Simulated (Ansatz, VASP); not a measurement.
## Te2Mo in VASP and in Ansatz

Contents of POSCAR:

```
Te2Mo
1.0
    3.5421311991      0.0000000000      0.0000000000
   -1.7710655996      3.0675756020      0.0000000000
    0.0000000000      0.0000000000     14.8751659395
Te Mo
4 2
Direct
    0.3333333333      0.6666666667      0.1289948110
    0.6666666667      0.3333333333      0.6290034836
    0.6666666667      0.3333333333      0.8710051890
    0.3333333333      0.6666666667      0.3709965164
    0.3333333333      0.6666666667      0.7500043130
    0.6666666667      0.3333333333      0.2499956870
```

Contents of INCAR.step1:

```
SYSTEM = Te2Mo
ALGO = Normal ; EDIFF = 1E-4
ENCUT = 520 ; GGA = PE
ISMEAR = 0 ; LASPH = .TRUE.
LCHARG = .FALSE. ; LREAL = .FALSE.
LWAVE = .TRUE. ; NBANDS = 35
NELM = 100 ; PREC = Accurate
SIGMA = 0.01
```

INCAR.step2

```
SYSTEM = Te2Mo
ALGO = Normal ; EDIFF = 1E-6
ENCUT = 520 ; ISIF = 2
ISMEAR = 0 ; ISTART = 1
LASPH = .TRUE. ; LCHARG = .FALSE.
LMIXTAU = .TRUE. ; LREAL = .FALSE.
LWAVE = .FALSE. ; METAGGA = R2SCAN
NBANDS = 35 ; NELM = 100
PREC = Accurate ; SIGMA = 0.01
```

KPOINTS

```
k-points
0
G
  12 12 2
  0 0 0
```

Input for Ansatz:

```yaml
crystal:
  lattice:
    - [3.5421311991, 0.0, 0.0]
    - [-1.7710655996, 3.067575602, 0.0]
    - [0.0, 0.0, 14.8751659395]
  atoms:
    - { symbol: Te, position: [0.3333333333, 0.6666666667, 0.128994811] }
    - { symbol: Te, position: [0.6666666667, 0.3333333333, 0.6290034836] }
    - { symbol: Te, position: [0.6666666667, 0.3333333333, 0.871005189] }
    - { symbol: Te, position: [0.3333333333, 0.6666666667, 0.3709965164] }
    - { symbol: Mo, position: [0.3333333333, 0.6666666667, 0.750004313] }
    - { symbol: Mo, position: [0.6666666667, 0.3333333333, 0.249995687] }
kpoints:
  mp_grid: { grid: [12, 12, 2] }
  band_path:
    path:
      - [0.0, 0.0, 0.0]
      - [0.5, 0.0, 0.0]
      - [0.3333333333, 0.3333333333, 0.0]
      - [0.0, 0.0, 0.5]
      - [0.5, 0.0, 0.5]
      - [0.3333333333, 0.3333333333, 0.5]
      - [0.195312, 0.195313, 0.0]
    npoints: 1
hamiltonian:
  xc: r2scan
scf:
  occupations: { method: fixed }
  n_extra_bands: 5
output:
  forces: true
  stress: true
  eigenvalues: true
  write_density: true
  write_potential: true
  elf: true
  volumetric_format: npy
```

Change from the starting cell: uniaxial_z strain +4.9%.

Alike in both runs: task single point; functional r2SCAN; k mesh 12 × 12 × 2; no spin polarisation.

```csv
,VASP,Ansatz
version,VASP 6.6.1,Ansatz 0.2.0
potentials or method,"VASP PAW PBE potentials, release 64 (Te, Mo_sv)","plane waves, PAW"
plane-wave cutoff (eV),520,500
occupations,"gaussian, width 0.01 eV",fixed
valence electrons in the cell,52,92
```

```tsv
	VASP	Ansatz	Ansatz less VASP
gap on the k mesh at the Fermi level (eV)	1.08	1.08	-0.006
pressure (GPa)	0.5	0.4	-0.11
traceless stress, the component that is largest in VASP (GPa)	-0.68	-0.73	-0.057
rms of the force components (eV/Å)	0.002	0.014	+0.0120
```

VASP's potentials were made for PBE, not for r2SCAN. Atom by atom the forces differ by 0.012 eV/Å (rms over components). VASP's potentials hold 52 valence electrons a cell and Ansatz's 92, so a difference there can come from the potentials and not from the codes. Ansatz's warnings: structure snapped to symmetry.

Spin-orbit coupling is off throughout.
